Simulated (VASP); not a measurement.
# Si3N4 (Fd-3m) in VASP: single point with LDA

Aim: the single point of Si3N4 with LDA.

All numbers are computed with VASP 6.6.1; they aren't measurements. Logs are shortened: lines on timing, memory, paths and dates and some standing lists are left out, and cuts for length are marked.

### 1 The cell of the first run

It takes space group Fd-3m (No. 227, cubic). The conventional cell has a = 7.730 Å, b = 7.730 Å, c = 7.730 Å, α = 90.00°, β = 90.00°, γ = 90.00°. Within 2.5 Å of Si (site symmetry -3m) lie 6 N at 1.88 Å. Si (site symmetry -43m) has 4 N at 1.77 Å within 2.4 Å. N (site symmetry 3m) has 4 Si at 1.77 to 1.88 Å within 2.4 Å.

### 2 Single point, LDA (strained cell)

File INCAR:

```
SYSTEM = Si3N4
PREC     = Accurate       ! precision mode
ENCUT    = 520            ! plane-wave cutoff, eV
EDIFF    = 1E-6           ! SCF threshold, eV
ISMEAR   = 0              ! smearing method
SIGMA    = 0.02           ! smearing width, eV
LREAL    = .False.        ! projectors in reciprocal space
LASPH    = .True.         ! aspherical terms in the spheres
NELM     = 60             ! most SCF steps
ALGO     = Normal         ! electronic algorithm
ISIF     = 2              ! what is computed and relaxed
LWAVE    = .False.        ! write WAVECAR
LCHARG   = .True.         ! write CHGCAR
LELF     = .True.         ! ELF
LVHAR    = .True.       
NBANDS   = 45             ! bands
```

File KPOINTS:

```
Automatic mesh
0
Gamma
  6 6 6
  0 0 0
```

File POSCAR:

```
Si3N4
1.0
    0.0000000000      3.8649930439      3.8649930439
    3.8649930439      0.0000000000      3.8649930439
    3.8649930439      3.8649930439      0.0000000000
Si N
6 8
Direct
    0.6250000000      0.6250000000      0.1250000000
    0.6250000000      0.1250000000      0.6250000000
    0.1250000000      0.6250000000      0.6250000000
    0.6250000000      0.6250000000      0.6250000000
    0.2500000000      0.2500000000      0.2500000000
    0.0000000000      0.0000000000      0.0000000000
    0.8674837709      0.8674837709      0.8674837709
    0.8524513127      0.3825162291      0.3825162291
    0.3825162291      0.3825162291      0.8524513127
    0.3825162291      0.8524513127      0.3825162291
    0.8674837709      0.8674837709      0.3975486873
    0.8674837709      0.3975486873      0.8674837709
    0.3825162291      0.3825162291      0.3825162291
    0.3975486873      0.8674837709      0.8674837709
```

Potentials or basis: VASP PAW LDA potentials, release 64 (Si, N).

Run with:

```sh
$ cat potpaw_LDA.64/Si/POTCAR potpaw_LDA.64/N/POTCAR > POTCAR
$ mpirun -np 1 vasp_std > vasp.out
```

OUTCAR:

```text
SYSTEM = Si3N4
   PREC = Accurate
   ENCUT = 520
   EDIFF = 1E-6
   ISMEAR = 0
   LREAL = .False.
   LASPH = .True.
   NELM = 60
   ISIF = 2

 ion  position               nearest neighbor table
   1  0.625  0.625  0.125-   8 1.88  10 1.88  12 1.88  14 1.88  13 1.88   7 1.88   4 2.73   2 2.73
                             3 2.73   4 2.73   2 2.73   3 2.73
   2  0.625  0.125  0.625-   8 1.88   9 1.88  11 1.88  14 1.88  13 1.88   7 1.88   4 2.73   1 2.73
                             1 2.73   3 2.73   4 2.73   3 2.73
   3  0.125  0.625  0.625-   9 1.88  10 1.88  11 1.88  12 1.88   7 1.88  13 1.88   4 2.73   1 2.73
                             2 2.73   1 2.73   2 2.73   4 2.73
   4  0.625  0.625  0.625-   8 1.88   9 1.88  10 1.88  11 1.88  12 1.88  14 1.88   1 2.73   2 2.73
                             3 2.73   1 2.73   2 2.73   3 2.73
   5  0.250  0.250  0.250-  13 1.77   9 1.77  10 1.77   8 1.77
   6  0.000  0.000  0.000-   7 1.77  11 1.77  12 1.77  14 1.77
   7  0.867  0.867  0.867-   6 1.77   2 1.88   3 1.88   1 1.88
   8  0.852  0.383  0.383-   5 1.77   2 1.88   1 1.88   4 1.88
   9  0.383  0.383  0.852-   5 1.77   3 1.88   2 1.88   4 1.88
  10  0.383  0.852  0.383-   5 1.77   3 1.88   1 1.88   4 1.88
  11  0.867  0.867  0.398-   6 1.77   3 1.88   2 1.88   4 1.88
  12  0.867  0.398  0.867-   6 1.77   3 1.88   1 1.88   4 1.88
  13  0.383  0.383  0.383-   5 1.77   2 1.88   3 1.88   1 1.88
  14  0.398  0.867  0.867-   6 1.77   2 1.88   1 1.88   4 1.88

  LATTYP: Found a face centered cubic cell.
 ALAT       =     7.7299860878

  Lattice vectors:

 A1 = (   0.0000000000,   3.8649930439,   3.8649930439)
 A2 = (   3.8649930439,   0.0000000000,   3.8649930439)
 A3 = (   3.8649930439,   3.8649930439,   0.0000000000)

Analysis of symmetry for initial positions (statically):
=====================================================================
 Subroutine PRICEL returns:
 Original cell was already a primitive cell.

 Routine SETGRP: Setting up the symmetry group for a
 face centered cubic supercell.

 Subroutine GETGRP returns: Found 48 space group operations
 (whereof 24 operations were pure point group operations)
 out of a pool of 48 trial point group operations.

The static configuration has the point symmetry T_d .
 The point group associated with its full space group is O_h .

Analysis of symmetry for dynamics (positions and initial velocities):
=====================================================================
 Subroutine PRICEL returns:
 Original cell was already a primitive cell.

 Routine SETGRP: Setting up the symmetry group for a
 face centered cubic supercell.

 Subroutine GETGRP returns: Found 48 space group operations
 (whereof 24 operations were pure point group operations)
 out of a pool of 48 trial point group operations.

The dynamic configuration has the point symmetry T_d .
 The point group associated with its full space group is O_h .

 Subroutine INISYM returns: Found 48 space group operations
 (whereof 24 operations are pure point group operations),
 and found     1 'primitive' translations

----------------------------------------------------------------------------------------

                                     Primitive cell

  volume of cell :     115.4719

  direct lattice vectors                    reciprocal lattice vectors
     0.000000000  3.864993044  3.864993044    -0.129366339  0.129366339  0.129366339
     3.864993044  0.000000000  3.864993044     0.129366339 -0.129366339  0.129366339
     3.864993044  3.864993044  0.000000000     0.129366339  0.129366339 -0.129366339

  length of vectors
     5.465925581  5.465925581  5.465925581     0.224069072  0.224069072  0.224069072

  position of ions in fractional coordinates (direct lattice)
     0.625000000  0.625000000  0.125000000
     0.625000000  0.125000000  0.625000000
     0.125000000  0.625000000  0.625000000
     0.625000000  0.625000000  0.625000000
     0.250000000  0.250000000  0.250000000
     0.000000000  0.000000000  0.000000000
     0.867483771  0.867483771  0.867483771
     0.852451313  0.382516229  0.382516229
     0.382516229  0.382516229  0.852451313
     0.382516229  0.852451313  0.382516229
     0.867483771  0.867483771  0.397548687
     0.867483771  0.397548687  0.867483771
     0.382516229  0.382516229  0.382516229
     0.397548687  0.867483771  0.867483771

  ion indices of the primitive-cell ions
   primitive index   ion index
                 1           1
                 2           2
                 3           3
                 4           4
                 5           5
                 6           6
                 7           7
                 8           8
                 9           9
                10          10
                11          11
                12          12
                13          13
                14          14

----------------------------------------------------------------------------------------

 KPOINTS: Automatic mesh

Automatic generation of k-mesh.
 Grid dimensions read from file:
 generate k-points for:    6    6    6

 Generating k-lattice:

  Cartesian coordinates                     Fractional coordinates (reciprocal lattice)
    -0.021561056  0.021561056  0.021561056     0.166666667  0.000000000  0.000000000
     0.021561056 -0.021561056  0.021561056     0.000000000  0.166666667  0.000000000
     0.021561056  0.021561056 -0.021561056     0.000000000  0.000000000  0.166666667

  Length of vectors
     0.037344845  0.037344845  0.037344845

  Shift w.r.t. Gamma in fractional coordinates (k-lattice)
     0.000000000  0.000000000  0.000000000

 Subroutine IBZKPT returns following result:
 ===========================================

 Found     16 irreducible k-points:

 Following reciprocal coordinates:
            Coordinates               Weight
  0.000000  0.000000  0.000000      1.000000
  0.166667  0.000000  0.000000      8.000000
  0.333333  0.000000  0.000000      8.000000
  0.500000  0.000000  0.000000      4.000000
  0.166667  0.166667  0.000000      6.000000
  0.333333  0.166667  0.000000     24.000000
[... 8 lines left out ...]
 -0.333333  0.333333  0.166667     24.000000
 -0.333333  0.500000  0.166667     12.000000
   k-points           NKPTS =     16   k-points in BZ     NKDIM =     16   number of bands    NBANDS=     45
   number of dos      NEDOS =    301   number of ions     NIONS =     14
   total plane-waves  NPLWV =  74088
   dimension x,y,z NGX =    42 NGY =   42 NGZ =   42
   dimension x,y,z NGXF=    84 NGYF=   84 NGZF=   84
   ions per type =               6   8
   NGX,Y,Z   is equivalent  to a cutoff of  12.77, 12.77, 12.77 a.u.
   NGXF,Y,Z  is equivalent  to a cutoff of  25.55, 25.55, 25.55 a.u.
 SYSTEM =  Si3N4
   PREC   = accura    normal or accurate (medium, high low for compatibility)
   ISTART =      0    job   : 0-new  1-cont  2-samecut
   ICHARG =      2    charge: 1-file 2-atom 10-const
   ISPIN  =      1    spin polarized calculation?
   LNONCOLLINEAR =      F non collinear calculations
   LSORBIT =      F    spin-orbit coupling
   LASPH  =      T    aspherical Exc in radial PAW
   ENCUT  =  520.0 eV  38.22 Ry    6.18 a.u.  10.16 10.16 10.16*2*pi/ulx,y,z
   NELM   =     60;   NELMIN=  2; NELMDL= -5     # of ELM steps
   EDIFF  = 0.1E-05   stopping-criterion for ELM
   LREAL  =      F    real-space projection
   EDIFFG = 0.1E-04   stopping-criterion for IOM
   NSW    =      0    number of steps for IOM
   IBRION =     -1    ionic relax: 0-MD 1-quasi-New 2-CG
   NFREE  =      0    steps in history (QN), initial steepest desc. (CG)
   ISIF   =      2    stress and relaxation
   ISYM   =      2    0-nonsym 1-usesym 2-fastsym
   POTIM  = 0.5000    time-step for ionic-motion
   TEBEG  =    0.0;   TEEND  =   0.0 temperature during run
   PSTRESS=    0.0 pullay stress
   NELECT =      64.0000    total number of electrons
   NUPDOWN=      -1.0000    fix difference up-down
   EMIN   =  10.00;   EMAX   =-10.00  energy-range for DOS
   EFERMI =   0.00;   METHOD = LEGACY
   ISMEAR =     0;   SIGMA  =   0.02  broadening in eV -4-tet -1-fermi 0-gaus
   EFERMI_NEDOS =   21; number of points for ismear=-14 and -15
   IALGO  =     38    algorithm
   IMIX   =      4    mixing-type and parameters
     AMIX     =   0.40;   BMIX     =  1.00
     AMIX_MAG =   1.60;   BMIX_MAG =  1.00
  volume/ion in A,a.u.               =       8.25        55.66
  Fermi-wavevector in a.u.,A,eV,Ry     =   1.344754  2.541216 24.604269  1.808363
  Thomas-Fermi vector in A             =   2.472722
   LORBIT       =      0    0 simple, 1 ext, 2 COOP (PROOUT), +10 PAW based schemes
   GGA     = CA    functional components
   LHFCALC =     F    Hartree Fock is set to
   AEXX    =    0.0000 exact exchange contribution
   IVDW    =     0    specifies the selected vdW correction
   LEPSILON=     F    determine dielectric tensor
   LRPA    =     F    only Hartree local field effects (RPA)
 non-spin polarized calculation
 Gauss-broadening in eV      SIGMA  =   0.02
  energy-cutoff  :      520.00
  volume of cell :      115.47
 maximum number of plane-waves:      3138
 NGX is ok and might be reduce to    42
   NGX = 21   NGY = 21   NGZ = 21

 number of electron      64.0000003 magnetization

 Free energy of the ion-electron system (eV)
  ---------------------------------------------------
  ext. energy  EPLUGINS =         0.00000000
  ---------------------------------------------------
  free energy    TOTEN  =      -125.54176430 eV

  energy without entropy =     -125.54176430  energy(sigma->0) =     -125.54176430

 E-fermi :   9.4387     XC(G=0): -12.6012

 val. band max:        9.2872021760   @ k =  -0.1667   0.1667   0.0000
 cond. band min:      12.5775971803   @ k =   0.0000   0.0000   0.0000
 fundamental gap:      3.2903950044
 Fermi energy:         9.4386637221

 k-point     1 :       0.0000    0.0000    0.0000
  band No.  band energies     occupation
      1      -9.5752      2.00000
      2      -6.1498      2.00000
      3      -5.1844      2.00000
      4      -5.1844      2.00000
      5      -5.1844      2.00000
      6      -4.1633      2.00000
[... 36 lines left out ...]
     43      17.1716      0.00000
     44      18.8374      0.00000

 k-point     2 :       0.1667    0.0000    0.0000
  band No.  band energies     occupation
      1      -9.4238      2.00000
      2      -6.3466      2.00000
      3      -5.5336      2.00000
      4      -5.1592      2.00000
      5      -5.1592      2.00000
      6      -4.2787      2.00000
[... 36 lines left out ...]
     43      17.5866      0.00000
     44      18.3621      0.00000

 k-point     3 :       0.3333    0.0000    0.0000
  band No.  band energies     occupation
      1      -8.9939      2.00000
      2      -7.1206      2.00000
      3      -5.7202      2.00000
      4      -5.0731      2.00000
      5      -5.0731      2.00000
      6      -4.5737      2.00000
[... 600 lines left out ...]
     43      19.3204      0.00000
     44      19.3448      0.00000

 k-point    16 :      -0.3333    0.5000    0.1667
  band No.  band energies     occupation
      1      -7.8231      2.00000
      2      -7.8231      2.00000
      3      -6.4586      2.00000
      4      -6.4586      2.00000
      5      -4.8961      2.00000
      6      -4.8961      2.00000
[... 36 lines left out ...]
     43      19.0612      0.00000
     44      19.0612      0.00000
 [bands above 44 left out]

------------------------ aborting loop because EDIFF is reached ----------------------------------------

  FORCE on cell =-STRESS in cart. coord.  units (eV):
  Direction    XX          YY          ZZ          XY          YZ          ZX
  --------------------------------------------------------------------------------------
  -------------------------------------------------------------------------------------
  Total       -2.9111595     -2.9111595     -2.9111595      0.0000000      0.0000000      0.0000000
  in kB      -40.3924726    -40.3924726    -40.3924726      0.0000000      0.0000000      0.0000000
  external PRESSURE =     -40.3924726 kB  Pullay stress =       0.0000000 kB

 VOLUME and BASIS-vectors are now :
 -----------------------------------------------------------------------------
  energy-cutoff  :      520.00
  volume of cell :      115.47
      direct lattice vectors                 reciprocal lattice vectors
     0.000000000  3.864993044  3.864993044    -0.129366339  0.129366339  0.129366339
     3.864993044  0.000000000  3.864993044     0.129366339 -0.129366339  0.129366339
     3.864993044  3.864993044  0.000000000     0.129366339  0.129366339 -0.129366339

 POSITION                                       TOTAL-FORCE (eV/Angst)
 -----------------------------------------------------------------------------------
      2.89874      2.89874      4.83124        -0.000000     -0.000000     -0.000000
      2.89874      4.83124      2.89874        -0.000000      0.000000     -0.000000
      4.83124      2.89874      2.89874        -0.000000      0.000000     -0.000000
      4.83124      4.83124      4.83124        -0.000000      0.000000     -0.000000
      1.93250      1.93250      1.93250        -0.000000     -0.000000     -0.000000
      0.00000      0.00000      0.00000        -0.000000      0.000000     -0.000000
      6.70564      6.70564      6.70564         0.008027      0.008027      0.008027
      2.95685      4.77314      4.77314        -0.008027      0.008027      0.008027
      4.77314      4.77314      2.95685         0.008027      0.008027     -0.008027
      4.77314      2.95685      4.77314         0.008027     -0.008027      0.008027
      4.88934      4.88934      6.70564        -0.008027     -0.008027      0.008027
      4.88934      6.70564      4.88934        -0.008027      0.008027     -0.008027
      2.95685      2.95685      2.95685        -0.008027     -0.008027     -0.008027
      6.70564      4.88934      4.88934         0.008027     -0.008027     -0.008027
 -----------------------------------------------------------------------------------
    total drift:                               -0.000000     -0.000000      0.000000

  FREE ENERGIE OF THE ION-ELECTRON SYSTEM (eV)
  ---------------------------------------------------
  free  energy   TOTEN  =      -125.5417642992 eV

  energy  without entropy=     -125.5417642992  energy(sigma->0) =     -125.54176430
```

Run time: 3.9 min. Hardware: 1 thread of AMD EPYC 7R13, shared host; peak memory 0.2 GiB.

What came out:

```
Free energy            : -125.5418 eV
Pressure               : -4.0 GPa
Largest force          : 0.014 eV/Å
Band gap on the k mesh : 3.29 eV (least direct gap 3.33 eV)
```

Forces in eV/Å, atoms in the order of the input:
```
Si   0.000  0.000  0.000
Si   0.000  0.000  0.000
Si   0.000  0.000  0.000
Si   0.000  0.000  0.000
Si   0.000  0.000  0.000
Si   0.000  0.000  0.000
N    0.008  0.008  0.008
N   -0.008  0.008  0.008
N    0.008  0.008 -0.008
N    0.008 -0.008  0.008
N   -0.008 -0.008  0.008
N   -0.008  0.008 -0.008
N   -0.008 -0.008 -0.008
N    0.008 -0.008 -0.008
```

Caveat: the cell differs from its parent crystal (strained cell); the cell stands under tension. A k mesh can miss the band edges.
